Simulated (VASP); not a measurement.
# B5C (P4/mmm) in VASP: single point with PBE

Aim: the single point of B5C with PBE.

Program: VASP 6.6.1. These are calculated values, not measurements. Logs are shortened: lines on timing, memory, paths and dates and some standing lists are left out, and cuts for length are marked.

## (1) The cell of the first run

It takes space group P4/mmm (No. 123, tetragonal). The conventional cell has a = 3.235 Å, b = 3.235 Å, c = 5.229 Å, α = 90.00°, β = 90.00°, γ = 90.00°. Within 2.5 Å of B (site symmetry 2mm) lie 7 B at 1.88 to 2.29 Å and 2 C at 1.88 Å. B (site symmetry 4/mmm) has 8 B at 1.88 Å and 4 C at 2.29 Å within 2.5 Å. C (site symmetry 4/mmm) has 12 B at 1.88 to 2.29 Å within 2.5 Å.

## (2) Single point, PBE

The input, INCAR:

```
SYSTEM = B5C
  PREC = Accurate
  ENCUT = 520
  EDIFF = 1E-6
  ISMEAR = 0
  SIGMA = 0.1
  LREAL = .FALSE.
  LASPH = .TRUE.
  NELM = 100
  ALGO = Normal
  ISIF = 2
  LWAVE = .FALSE.
  LCHARG = .TRUE.
  GGA = PE
  LELF = .TRUE.
  LVHAR = .TRUE.
  NBANDS = 18
```

The input, KPOINTS:

```
Automatic mesh
0
G
  6 6 4
  0 0 0
```

The input, POSCAR:

```
B5C
1.0
    3.2348863400      0.0000000000      0.0000000000
    0.0000000000      3.2348863400      0.0000000000
    0.0000000000      0.0000000000      5.2292967800
B C
5 1
Direct
    0.0000000000      0.5000000000      0.3183790800
    0.5000000000      0.0000000000      0.3183790800
    0.0000000000      0.5000000000      0.6816209200
    0.5000000000      0.0000000000      0.6816209200
    0.0000000000      0.0000000000      0.5000000000
    0.5000000000      0.5000000000      0.5000000000
```

Potentials or basis: VASP PAW PBE potentials, release 64 (B, C).

Run with:

```bash
$ cat potpaw_PBE.64/B/POTCAR potpaw_PBE.64/C/POTCAR > POTCAR
$ mpirun -np 1 vasp_std > vasp.out
```

OUTCAR:

```text
SYSTEM = B5C
   PREC = Accurate
   ENCUT = 520
   EDIFF = 1E-6
   ISMEAR = 0
   LREAL = .FALSE.
   LASPH = .TRUE.
   NELM = 100
   ISIF = 2
   GGA = PE

 ion  position               nearest neighbor table
   1  0.000  0.500  0.318-   5 1.88   6 1.88   5 1.88   6 1.88   3 1.90
   2  0.500  0.000  0.318-   5 1.88   6 1.88   6 1.88   5 1.88   4 1.90
   3  0.000  0.500  0.682-   5 1.88   6 1.88   5 1.88   6 1.88   1 1.90
   4  0.500  0.000  0.682-   5 1.88   6 1.88   6 1.88   5 1.88   2 1.90
   5  0.000  0.000  0.500-   1 1.88   2 1.88   3 1.88   4 1.88   1 1.88   3 1.88   2 1.88   4 1.88

   6  0.500  0.500  0.500-   1 1.88   2 1.88   3 1.88   4 1.88   2 1.88   4 1.88   1 1.88   3 1.88

  LATTYP: Found a simple tetragonal cell.
 ALAT       =     3.2348863400
 C/A-ratio  =     1.6165318439

  Lattice vectors:

 A1 = (   3.2348863400,   0.0000000000,   0.0000000000)
 A2 = (   0.0000000000,   3.2348863400,   0.0000000000)
 A3 = (   0.0000000000,   0.0000000000,   5.2292967800)

Analysis of symmetry for initial positions (statically):
=====================================================================
 Subroutine PRICEL returns:
 Original cell was already a primitive cell.

 Routine SETGRP: Setting up the symmetry group for a
 simple tetragonal supercell.

 Subroutine GETGRP returns: Found 16 space group operations
 (whereof 16 operations were pure point group operations)
 out of a pool of 16 trial point group operations.

The static configuration has the point symmetry D_4h.

Analysis of symmetry for dynamics (positions and initial velocities):
=====================================================================
 Subroutine PRICEL returns:
 Original cell was already a primitive cell.

 Routine SETGRP: Setting up the symmetry group for a
 simple tetragonal supercell.

 Subroutine GETGRP returns: Found 16 space group operations
 (whereof 16 operations were pure point group operations)
 out of a pool of 16 trial point group operations.

The dynamic configuration has the point symmetry D_4h.

 Subroutine INISYM returns: Found 16 space group operations
 (whereof 16 operations are pure point group operations),
 and found     1 'primitive' translations

----------------------------------------------------------------------------------------

                                     Primitive cell

  volume of cell :      54.7219

  direct lattice vectors                    reciprocal lattice vectors
     3.234886340  0.000000000  0.000000000     0.309129872  0.000000000  0.000000000
     0.000000000  3.234886340  0.000000000     0.000000000  0.309129872  0.000000000
     0.000000000  0.000000000  5.229296780     0.000000000  0.000000000  0.191230302

  length of vectors
     3.234886340  3.234886340  5.229296780     0.309129872  0.309129872  0.191230302

  position of ions in fractional coordinates (direct lattice)
     0.000000000  0.500000000  0.318379080
     0.500000000  0.000000000  0.318379080
     0.000000000  0.500000000  0.681620920
     0.500000000  0.000000000  0.681620920
     0.000000000  0.000000000  0.500000000
     0.500000000  0.500000000  0.500000000

  ion indices of the primitive-cell ions
   primitive index   ion index
                 1           1
                 2           2
                 3           3
                 4           4
                 5           5
                 6           6

----------------------------------------------------------------------------------------

 KPOINTS: Automatic mesh

Automatic generation of k-mesh.
 Grid dimensions read from file:
 generate k-points for:    6    6    4

 Generating k-lattice:

  Cartesian coordinates                     Fractional coordinates (reciprocal lattice)
     0.051521645  0.000000000  0.000000000     0.166666667  0.000000000  0.000000000
     0.000000000  0.051521645  0.000000000     0.000000000  0.166666667  0.000000000
     0.000000000  0.000000000  0.047807575     0.000000000  0.000000000  0.250000000

  Length of vectors
     0.051521645  0.051521645  0.047807575

  Shift w.r.t. Gamma in fractional coordinates (k-lattice)
     0.000000000  0.000000000  0.000000000

 Subroutine IBZKPT returns following result:
 ===========================================

 Found     30 irreducible k-points:

 Following reciprocal coordinates:
            Coordinates               Weight
  0.000000  0.000000  0.000000      1.000000
  0.166667  0.000000  0.000000      4.000000
  0.333333  0.000000  0.000000      4.000000
  0.500000  0.000000  0.000000      2.000000
  0.166667  0.166667  0.000000      4.000000
  0.333333  0.166667  0.000000      8.000000
[... 16 lines left out ...]
  0.333333  0.000000  0.500000      4.000000
  0.500000  0.000000  0.500000      2.000000
 [... further k-points ...]
   k-points           NKPTS =     30   k-points in BZ     NKDIM =     30   number of bands    NBANDS=     18
   number of dos      NEDOS =    301   number of ions     NIONS =      6
   total plane-waves  NPLWV =  23040
   dimension x,y,z NGX =    24 NGY =   24 NGZ =   40
   dimension x,y,z NGXF=    48 NGYF=   48 NGZF=   80
   ions per type =               5   1
   NGX,Y,Z   is equivalent  to a cutoff of  12.33, 12.33, 12.72 a.u.
   NGXF,Y,Z  is equivalent  to a cutoff of  24.67, 24.67, 25.43 a.u.
 SYSTEM =  B5C
   PREC   = accura    normal or accurate (medium, high low for compatibility)
   ISTART =      0    job   : 0-new  1-cont  2-samecut
   ICHARG =      2    charge: 1-file 2-atom 10-const
   ISPIN  =      1    spin polarized calculation?
   LNONCOLLINEAR =      F non collinear calculations
   LSORBIT =      F    spin-orbit coupling
   LASPH  =      T    aspherical Exc in radial PAW
   ENCUT  =  520.0 eV  38.22 Ry    6.18 a.u.   6.01  6.01  9.72*2*pi/ulx,y,z
   NELM   =    100;   NELMIN=  2; NELMDL= -5     # of ELM steps
   EDIFF  = 0.1E-05   stopping-criterion for ELM
   LREAL  =      F    real-space projection
   EDIFFG = 0.1E-04   stopping-criterion for IOM
   NSW    =      0    number of steps for IOM
   IBRION =     -1    ionic relax: 0-MD 1-quasi-New 2-CG
   NFREE  =      0    steps in history (QN), initial steepest desc. (CG)
   ISIF   =      2    stress and relaxation
   ISYM   =      2    0-nonsym 1-usesym 2-fastsym
   POTIM  = 0.5000    time-step for ionic-motion
   TEBEG  =    0.0;   TEEND  =   0.0 temperature during run
   PSTRESS=    0.0 pullay stress
   NELECT =      19.0000    total number of electrons
   NUPDOWN=      -1.0000    fix difference up-down
   EMIN   =  10.00;   EMAX   =-10.00  energy-range for DOS
   EFERMI =   0.00;   METHOD = LEGACY
   ISMEAR =     0;   SIGMA  =   0.10  broadening in eV -4-tet -1-fermi 0-gaus
   EFERMI_NEDOS =   21; number of points for ismear=-14 and -15
   IALGO  =     38    algorithm
   IMIX   =      4    mixing-type and parameters
     AMIX     =   0.40;   BMIX     =  1.00
     AMIX_MAG =   1.60;   BMIX_MAG =  1.00
  volume/ion in A,a.u.               =       9.12        61.55
  Fermi-wavevector in a.u.,A,eV,Ry     =   1.150639  2.174392 18.013693  1.323969
  Thomas-Fermi vector in A             =   2.287301
   LORBIT       =      0    0 simple, 1 ext, 2 COOP (PROOUT), +10 PAW based schemes
   GGA     = PE    functional components
   LHFCALC =     F    Hartree Fock is set to
   AEXX    =    0.0000 exact exchange contribution
   IVDW    =     0    specifies the selected vdW correction
   LEPSILON=     F    determine dielectric tensor
   LRPA    =     F    only Hartree local field effects (RPA)
 non-spin polarized calculation
 Gauss-broadening in eV      SIGMA  =   0.10
  energy-cutoff  :      520.00
  volume of cell :       54.72
 maximum number of plane-waves:      1496
   NGX = 13   NGY = 13   NGZ = 19

 number of electron      18.9999999 magnetization

 Free energy of the ion-electron system (eV)
  ---------------------------------------------------
  ext. energy  EPLUGINS =         0.00000000
  ---------------------------------------------------
  free energy    TOTEN  =       -29.72644214 eV

  energy without entropy =      -29.70959014  energy(sigma->0) =      -29.71801614

 E-fermi :   4.5188     XC(G=0): -10.5198

 val. band max:        4.5102043046   @ k =   0.5000   0.0000   0.2500
 cond. band min:       4.5244697999   @ k =   0.1667   0.0000   0.2500
 fundamental gap:      0.0142654952
 Fermi energy:         4.5188078478

 k-point     1 :       0.0000    0.0000    0.0000
  band No.  band energies     occupation
      1     -13.9161      2.00000
      2      -5.8113      2.00000
      3      -4.0780      2.00000
      4      -4.0780      2.00000
      5      -1.1077      2.00000
      6      -0.2987      2.00000
[... 10 lines left out ...]
     17      12.3279      0.00000
     18      13.0210      0.00000

 k-point     2 :       0.1667    0.0000    0.0000
  band No.  band energies     occupation
      1     -13.6158      2.00000
      2      -6.0908      2.00000
      3      -5.5174      2.00000
      4      -3.7319      2.00000
      5      -0.7048      2.00000
      6       0.1340      2.00000
[... 10 lines left out ...]
     17      12.5838      0.00000
     18      12.8268      0.00000

 k-point     3 :       0.3333    0.0000    0.0000
  band No.  band energies     occupation
      1     -12.7460      2.00000
      2      -8.6691      2.00000
      3      -4.6432      2.00000
      4      -2.7287      2.00000
      5      -1.0251      2.00000
      6       0.1086      2.00000
[... 10 lines left out ...]
     17      13.0402      0.00000
     18      13.3571      0.00000

 k-point     4 :       0.5000    0.0000    0.0000
  band No.  band energies     occupation
      1     -11.8198      2.00000
      2     -10.1935      2.00000
      3      -3.4855      2.00000
      4      -2.7617      2.00000
      5      -1.6072      2.00000
      6      -0.1661      2.00000
[... 375 lines left out ...]
      4      -3.7151      2.00000
      5      -0.1776      2.00000
      6       1.3027      2.00000
[... 10 lines left out ...]
     17      12.5712      0.00000
     18      13.4938      0.00000

 k-point    23 :       0.3333    0.0000    0.5000
  band No.  band energies     occupation
      1     -12.7255      2.00000
      2      -8.6474      2.00000
      3      -5.0160      2.00000
      4      -2.7129      2.00000
      5      -1.3225      2.00000
      6       0.3011      2.00000
[... 10 lines left out ...]
     17      12.5259      0.00000
     18      12.9160      0.00000

 k-point    24 :       0.5000    0.0000    0.5000
  band No.  band energies     occupation
      1     -11.8030      2.00000
      2     -10.1679      2.00000
      3      -3.7821      2.00000
      4      -3.1454      2.00000
      5      -1.5947      2.00000
      6      -0.1458      2.00000
[... 10 lines left out ...]
     17      11.8082      0.00000
     18      11.8720      0.00000

 [... further k-points ...]
[... 5 lines left out ...]
  --------------------------------------------------------------------------------------
  -------------------------------------------------------------------------------------
  Total        2.3201393      2.3201393     -5.4715686      0.0000000      0.0000000      0.0000000
  in kB       67.9302645     67.9302645   -160.1994764      0.0000000      0.0000000      0.0000000
  external PRESSURE =      -8.1129824 kB  Pullay stress =       0.0000000 kB

 VOLUME and BASIS-vectors are now :
 -----------------------------------------------------------------------------
  energy-cutoff  :      520.00
  volume of cell :       54.72
      direct lattice vectors                 reciprocal lattice vectors
     3.234886340  0.000000000  0.000000000     0.309129872  0.000000000  0.000000000
     0.000000000  3.234886340  0.000000000     0.000000000  0.309129872  0.000000000
     0.000000000  0.000000000  5.229296780     0.000000000  0.000000000  0.191230302

 POSITION                                       TOTAL-FORCE (eV/Angst)
 -----------------------------------------------------------------------------------
      0.00000      1.61744      1.66490         0.000000     -0.000000      0.629363
      1.61744      0.00000      1.66490        -0.000000      0.000000      0.629363
      0.00000      1.61744      3.56440        -0.000000     -0.000000     -0.629363
      1.61744      0.00000      3.56440         0.000000      0.000000     -0.629363
      0.00000      0.00000      2.61465        -0.000000     -0.000000      0.000000
      1.61744      1.61744      2.61465        -0.000000     -0.000000      0.000000
 -----------------------------------------------------------------------------------
    total drift:                                0.000000      0.000000     -0.000000

  FREE ENERGIE OF THE ION-ELECTRON SYSTEM (eV)
  ---------------------------------------------------
  free  energy   TOTEN  =       -29.7264421398 eV

  energy  without entropy=      -29.7095901430  energy(sigma->0) =      -29.71801614
```

It took 12 s on 1 thread of Intel Xeon Platinum 8559C (Emerald Rapids), shared host; peak memory 0.16 GiB.

Results:

| Quantity | Value |
| --- | --- |
| Free energy | -29.7264 eV |
| Pressure | -0.8 GPa |
| Largest force | 0.629 eV/Å |

Forces on the atoms (eV/Å):
```
B    0.000  0.000  0.629
B    0.000  0.000  0.629
B    0.000  0.000 -0.629
B    0.000  0.000 -0.629
B    0.000  0.000  0.000
C    0.000  0.000  0.000
```

Levels at points of the mesh, in eV from the Fermi level:
| k point | band 8 | band 9 | band 10 | band 11 | band 12 | band 13 |
| --- | --- | --- | --- | --- | --- | --- |
| (0.00, 0.00, 0.00) | -0.24 | -0.24 | 0.11 | 0.46 | 0.46 | 3.16 |
| (0.50, 0.00, 0.00) | -3.48 | -2.17 | -0.46 | 2.59 | 2.81 | 2.85 |
| (0.50, 0.50, 0.00) | -2.61 | -0.76 | -0.76 | 3.31 | 4.94 | 4.94 |
| (0.00, 0.00, 0.50) | -0.96 | -0.44 | -0.44 | 0.47 | 0.47 | 0.79 |
| (0.50, 0.00, 0.50) | -2.94 | -0.35 | 0.81 | 1.04 | 1.88 | 2.63 |
| (0.50, 0.50, 0.50) | -3.38 | 0.89 | 0.89 | 4.92 | 4.94 | 4.94 |

Caveat: this functional lacks dispersion, which binds the layers, so the pressure and a relaxed spacing across them are unreliable.
